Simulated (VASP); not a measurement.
# LiNbO3 (Cc) in VASP: notebook

LiNbO3 is run at these levels: PBE; tasks: single point.

Everything below comes from runs of VASP 6.6.1. Logs are shortened: lines on timing, memory, paths and dates and some standing lists are left out, and cuts for length are marked.

## (1) The cell of the first run

The typed cell holds 10 atoms: a = 5.550 Å, b = 5.550 Å, c = 5.550 Å, α = 55.75°, β = 55.75°, γ = 55.75°.

## (2) Single point, PBE

File INCAR:

```
SYSTEM = LiNbO3
PREC     = Accurate       ! precision mode
ENCUT    = 750            ! plane-wave cutoff, eV
EDIFF    = 1E-6           ! SCF threshold, eV
ISMEAR   = -1             ! smearing method
SIGMA    = 0.01           ! smearing width, eV
LREAL    = .False.        ! projectors in reciprocal space
LASPH    = .True.         ! aspherical terms in the spheres
NELM     = 120            ! most SCF steps
ALGO     = Normal         ! electronic algorithm
ISIF     = 2              ! what is computed and relaxed
LWAVE    = .False.        ! write WAVECAR
LCHARG   = .False.        ! write CHGCAR
GGA      = PE             ! functional
NBANDS   = 45             ! bands
GGA_COMPAT= .False.
```

File KPOINTS:

```
regular mesh
0
Gamma
  4 4 4
  0 0 0
```

File POSCAR:

```
LiNbO3
1.0
    2.5949501352      1.4981951591      4.6722232478
   -2.5949501352      1.4981951591      4.6722232478
    0.0000000000     -2.9963903182      4.6722232478
Li Nb O
2 2 6
Direct
    0.7183927787      0.7182247403      0.7183542363
    0.2183927780      0.2183542358      0.2182247408
    0.9995011379      0.9998472750      0.9998926835
    0.4995011372      0.4998926828      0.4998472758
    0.2781285333      0.6424619268      0.8886693899
    0.6419945357      0.8893460117      0.2792152347
    0.8901680294      0.2788002956      0.6415582261
    0.3901680287      0.1415582255      0.7788002966
    0.7781285339      0.3886693890      0.1424619269
    0.1419945351      0.7792152347      0.3893460121
```

Potentials or basis: VASP PAW PBE potentials, release 64 (Li_sv, Nb_sv, O).

Started as:

```sh
cat potpaw_PBE.64/Li_sv/POTCAR potpaw_PBE.64/Nb_sv/POTCAR potpaw_PBE.64/O/POTCAR > POTCAR
mpirun -np 1 vasp_std > vasp.out
```

OUTCAR:

```text
SYSTEM = LiNbO3
   PREC = Accurate
   ENCUT = 750
   EDIFF = 1E-6
   ISMEAR = -1
   LREAL = .False.
   LASPH = .True.
   NELM = 120
   ISIF = 2
   GGA = PE

 ion  position               nearest neighbor table
   1  0.718  0.718  0.718-   8 2.08  10 2.08   9 2.08   6 2.26   7 2.27   5 2.27
   2  0.218  0.218  0.218-   7 2.08   6 2.08   5 2.08  10 2.26   8 2.27   9 2.27
   3  1.000  1.000  1.000-   6 1.89   7 1.89   5 1.89   9 2.15  10 2.16   8 2.16
   4  0.500  0.500  0.500-  10 1.89   8 1.89   9 1.89   5 2.15   6 2.16   7 2.16
   5  0.278  0.642  0.889-   3 1.89   2 2.08   4 2.15   1 2.27
   6  0.642  0.889  0.279-   3 1.89   2 2.08   4 2.16   1 2.26
   7  0.890  0.279  0.642-   3 1.89   2 2.08   4 2.16   1 2.27
   8  0.390  0.142  0.779-   4 1.89   1 2.08   3 2.16   2 2.27
   9  0.778  0.389  0.142-   4 1.89   1 2.08   3 2.15   2 2.27
  10  0.142  0.779  0.389-   4 1.89   1 2.08   3 2.16   2 2.26

  LATTYP: Found a trigonal (rhomboedric) cell.
 ALAT       =     5.5504977269
 COS(alpha) =     0.5628563531

  Lattice vectors:

 A1 = (   2.5949501352,   1.4981951591,   4.6722232478)
 A2 = (  -2.5949501352,   1.4981951591,   4.6722232478)
 A3 = (   0.0000000000,  -2.9963903182,   4.6722232478)

Analysis of symmetry for initial positions (statically):
=====================================================================
 Subroutine PRICEL returns:
 Original cell was already a primitive cell.

 Routine SETGRP: Setting up the symmetry group for a
 trigonal (rhombohedral) supercell.

 Subroutine GETGRP returns: Found  2 space group operations
 (whereof  1 operations were pure point group operations)
 out of a pool of 12 trial point group operations.

The static configuration has the point symmetry C_1 .
 The point group associated with its full space group is C_1h.

Analysis of symmetry for dynamics (positions and initial velocities):
=====================================================================
 Subroutine PRICEL returns:
 Original cell was already a primitive cell.

 Routine SETGRP: Setting up the symmetry group for a
 trigonal (rhombohedral) supercell.

 Subroutine GETGRP returns: Found  2 space group operations
 (whereof  1 operations were pure point group operations)
 out of a pool of 12 trial point group operations.

The dynamic configuration has the point symmetry C_1 .
 The point group associated with its full space group is C_1h.

 Subroutine INISYM returns: Found  2 space group operations
[... 119 lines left out ...]
   ISYM   =      2    0-nonsym 1-usesym 2-fastsym
   POTIM  = 0.5000    time-step for ionic-motion
   TEBEG  =    0.0;   TEEND  =   0.0 temperature during run
   PSTRESS=    0.0 pullay stress
   NELECT =      68.0000    total number of electrons
   NUPDOWN=      -1.0000    fix difference up-down
   EMIN   =  10.00;   EMAX   =-10.00  energy-range for DOS
   EFERMI =   0.00;   METHOD = LEGACY
   ISMEAR =    -1;   SIGMA  =   0.01  broadening in eV -4-tet -1-fermi 0-gaus
   EFERMI_NEDOS =   21; number of points for ismear=-14 and -15
   IALGO  =     38    algorithm
   IMIX   =      4    mixing-type and parameters
     AMIX     =   0.40;   BMIX     =  1.00
     AMIX_MAG =   1.60;   BMIX_MAG =  1.00
  volume/ion in A,a.u.               =      10.90        73.55
  Fermi-wavevector in a.u.,A,eV,Ry     =   1.398901  2.643540 26.625577  1.956925
  Thomas-Fermi vector in A             =   2.522014
   LORBIT       =      0    0 simple, 1 ext, 2 COOP (PROOUT), +10 PAW based schemes
   GGA     = PE    functional components
   LHFCALC =     F    Hartree Fock is set to
   AEXX    =    0.0000 exact exchange contribution
   IVDW    =     0    specifies the selected vdW correction
   LEPSILON=     F    determine dielectric tensor
   LRPA    =     F    only Hartree local field effects (RPA)
 non-spin polarized calculation
  energy-cutoff  :      750.00
  volume of cell :      108.99
 maximum number of plane-waves:      5114
 NGX is ok and might be reduce to    50
   NGX = 25   NGY = 25   NGZ = 25

 number of electron      67.9999999 magnetization

 Free energy of the ion-electron system (eV)
  ---------------------------------------------------
  ext. energy  EPLUGINS =         0.00000000
  ---------------------------------------------------
  free energy    TOTEN  =       -80.07730505 eV

  energy without entropy =      -80.07730505  energy(sigma->0) =      -80.07730505

 E-fermi :   3.6490     XC(G=0): -10.6664

 val. band max:        3.3170311128   @ k =   0.0000   0.0000   0.0000
 cond. band min:       6.8512360540   @ k =   0.5000   0.2500   0.0000
 fundamental gap:      3.5342049413
 Fermi energy:         3.6489670694

 k-point     1 :       0.0000    0.0000    0.0000
  band No.  band energies     occupation
      1     -50.9246      2.00000
      2     -50.9113      2.00000
      3     -39.3407      2.00000
      4     -39.3384      2.00000
      5     -27.1950      2.00000
      6     -27.1950      2.00000
[... 1141 lines left out ...]
     44      11.9374      0.00000
     45      12.3513      0.00000

------------------------ aborting loop because EDIFF is reached ----------------------------------------

  FORCE on cell =-STRESS in cart. coord.  units (eV):
  Direction    XX          YY          ZZ          XY          YZ          ZX
  --------------------------------------------------------------------------------------
  -------------------------------------------------------------------------------------
  Total       -0.3775195     -0.3793260     -0.3592136      0.0015645     -0.0046644     -0.0080789
  in kB       -5.5498044     -5.5763614     -5.2806955      0.0229990     -0.0685697     -0.1187659
  external PRESSURE =      -5.4689538 kB  Pullay stress =       0.0000000 kB

 VOLUME and BASIS-vectors are now :
 -----------------------------------------------------------------------------
  energy-cutoff  :      750.00
  volume of cell :      108.99
      direct lattice vectors                 reciprocal lattice vectors
     2.594950135  1.498195159  4.672223248     0.192681930  0.111244964  0.071343623
    -2.594950135  1.498195159  4.672223248    -0.192681930  0.111244964  0.071343623
     0.000000000 -2.996390318  4.672223248     0.000000000 -0.222489928  0.071343623

 POSITION                                       TOTAL-FORCE (eV/Angst)
 -----------------------------------------------------------------------------------
      0.00044     -0.00014     10.06851        -0.000949      0.001943      0.003587
      0.00010      0.00045      3.06017         0.001208     -0.001794      0.003587
     -0.00090     -0.00065     14.01312        -0.001234      0.021152     -0.012869
     -0.00102     -0.00045      7.00479         0.017701     -0.011645     -0.012869
     -0.94543     -1.28358      8.45327         0.003381     -0.014733      0.024301
     -0.64186      1.45761      8.45932         0.018931      0.016528     -0.012102
      1.58647     -0.17102      8.45918        -0.018546     -0.027632     -0.002917
      0.64513     -1.53696      6.12307        -0.033203     -0.002245     -0.002917
      1.01063      1.32122      6.11715        -0.011069      0.010295      0.024301
     -1.65356      0.21352      6.12321         0.023779      0.008130     -0.012102
 -----------------------------------------------------------------------------------
    total drift:                                0.000056      0.000050     -0.000086

  FREE ENERGIE OF THE ION-ELECTRON SYSTEM (eV)
  ---------------------------------------------------
  free  energy   TOTEN  =       -80.0773050520 eV

  energy  without entropy=      -80.0773050520  energy(sigma->0) =      -80.07730505
```

OSZICAR:

```text
N       E                     dE             d eps       ncg     rms          rms(c)
DAV:   1     0.917573538860E+03    0.91757E+03   -0.44131E+04  2160   0.208E+03
DAV:   2    -0.503792451242E+01   -0.92261E+03   -0.88701E+03  2588   0.620E+02
DAV:   3    -0.906907004401E+02   -0.85653E+02   -0.84431E+02  3120   0.177E+02
DAV:   4    -0.977853092723E+02   -0.70946E+01   -0.70680E+01  3904   0.490E+01
DAV:   5    -0.981675864381E+02   -0.38228E+00   -0.38197E+00  3323   0.787E+00    0.271E+01
DAV:   6    -0.801943647282E+02    0.17973E+02   -0.78526E+01  3184   0.540E+01    0.944E+00
DAV:   7    -0.800746419192E+02    0.11972E+00   -0.82710E+00  3432   0.169E+01    0.543E+00
DAV:   8    -0.800775920960E+02   -0.29502E-02   -0.89279E-01  3464   0.673E+00    0.187E+00
DAV:   9    -0.800721718625E+02    0.54202E-02   -0.15596E-01  3051   0.305E+00    0.983E-01
DAV:  10    -0.800772399610E+02   -0.50681E-02   -0.39432E-02  2992   0.149E+00    0.169E-01
DAV:  11    -0.800771738353E+02    0.66126E-04   -0.36770E-03  3293   0.395E-01    0.442E-02
DAV:  12    -0.800773067837E+02   -0.13295E-03   -0.36417E-04  3216   0.133E-01    0.229E-02
DAV:  13    -0.800773022714E+02    0.45123E-05   -0.56131E-05  3651   0.516E-02    0.134E-02
DAV:  14    -0.800773062570E+02   -0.39856E-05   -0.12178E-05  2456   0.187E-02    0.772E-03
DAV:  15    -0.800773051035E+02    0.11535E-05   -0.65594E-06  2347   0.133E-02    0.203E-03
DAV:  16    -0.800773050520E+02    0.51476E-07   -0.33056E-07  1440   0.453E-03
   1 F= -.80077305E+02 E0= -.80077305E+02  d E =-.747432E-16
```

Run time: 2.8 min. Hardware: 1 thread of Intel Xeon 6975P-C (Granite Rapids), shared host; peak memory 0.44 GiB.

Results:

```
Free energy            : -80.0773 eV
Pressure               : -0.5 GPa
Largest force          : 0.033 eV/Å
Band gap on the k mesh : 3.53 eV (least direct gap 3.55 eV)
```

Forces on the atoms (eV/Å):
```
Li  -0.001  0.002  0.004
Li   0.001 -0.002  0.004
Nb  -0.001  0.021 -0.013
Nb   0.018 -0.012 -0.013
O    0.003 -0.015  0.024
O    0.019  0.017 -0.012
O   -0.019 -0.028 -0.003
O   -0.033 -0.002 -0.003
O   -0.011  0.010  0.024
O    0.024  0.008 -0.012
```

Levels at points of the mesh, in eV from the valence-band top:
```tsv
k point	band 31	band 32	band 33	band 34	band 35	band 36	band 37	band 38
(0.00, 0.00, 0.00)	-0.69	-0.50	-0.01	0.00	3.55	3.55	4.01	5.06
(0.50, 0.00, 0.00)	-0.30	-0.30	-0.22	-0.22	3.83	3.83	4.63	4.63
(0.00, 0.50, 0.00)	-0.30	-0.30	-0.22	-0.22	3.82	3.83	4.62	4.63
(0.50, 0.50, 0.00)	-0.69	-0.67	-0.50	-0.19	3.62	4.08	4.52	4.57
(0.00, 0.50, 0.50)	-0.69	-0.68	-0.50	-0.19	3.65	4.08	4.52	4.57
(0.50, 0.50, 0.50)	-0.31	-0.31	-0.31	-0.31	4.54	4.54	4.74	4.74
```

## (3) Single point, PBE

File INCAR:

```
PREC = Accurate
ENCUT = 750
EDIFF = 1E-6
ISMEAR = 0
SIGMA = 0.01
LREAL = F
LASPH = T
NELM = 120
ALGO = Normal
ISIF = 2
LWAVE = F
LCHARG = F
GGA = PE
NBANDS = 45
GGA_COMPAT = F
```

File KPOINTS:

```
Automatic mesh
0
Gamma
  7 7 7
```

File POSCAR:

```
LiNbO3
1.0
    2.5949501352      1.4981951591      4.6722232478
   -2.5949501352      1.4981951591      4.6722232478
    0.0000000000     -2.9963903182      4.6722232478
Li Nb O
2 2 6
Direct
    0.7183927787      0.7182247405      0.7183542361
    0.2183927780      0.2183542359      0.2182247407
    0.9995011379      0.9998472753      0.9998926833
    0.4995011372      0.4998926829      0.4998472756
    0.2781285333      0.6424619270      0.8886693898
    0.6419945357      0.8893460118      0.2792152346
    0.8901680294      0.2788002957      0.6415582259
    0.3901680287      0.1415582256      0.7788002965
    0.7781285339      0.3886693891      0.1424619268
    0.1419945351      0.7792152348      0.3893460120
```

Potentials or basis: VASP PAW PBE potentials, release 64 (Li_sv, Nb_sv, O).

Started as:

```sh
cat potpaw_PBE.64/Li_sv/POTCAR potpaw_PBE.64/Nb_sv/POTCAR potpaw_PBE.64/O/POTCAR > POTCAR
mpirun -np 1 vasp_std > vasp.out
```

It took 18 min on 1 thread of Intel Xeon Platinum 8559C (Emerald Rapids), shared host; peak memory 0.8 GiB.

The run converged. Its results:

```yaml
Free_energy: -80.0774 eV
Pressure: -0.5 GPa
Largest_force: 0.033 eV/Å
Band_gap_on_the_k_mesh: 3.53 eV (least direct gap 3.55 eV)
```

Forces on the atoms (eV/Å):
```
Li  -0.001  0.002  0.004
Li   0.001 -0.002  0.004
Nb  -0.001  0.021 -0.012
Nb   0.018 -0.012 -0.012
O    0.004 -0.015  0.024
O    0.019  0.016 -0.013
O   -0.019 -0.027 -0.003
O   -0.033 -0.003 -0.003
O   -0.011  0.011  0.024
O    0.023  0.008 -0.013
```

Levels at points of the mesh, in eV from the valence-band top:
```csv
k point,band 30,band 31,band 32,band 33,band 34,band 35,band 36,band 37,band 38,band 39
"(0.00, 0.00, 0.00)",-0.70,-0.69,-0.51,-0.01,-0.01,3.55,3.55,4.00,5.06,5.06
```

Caveat: an odd mesh through Γ misses points on the zone boundary, where band edges can lie.
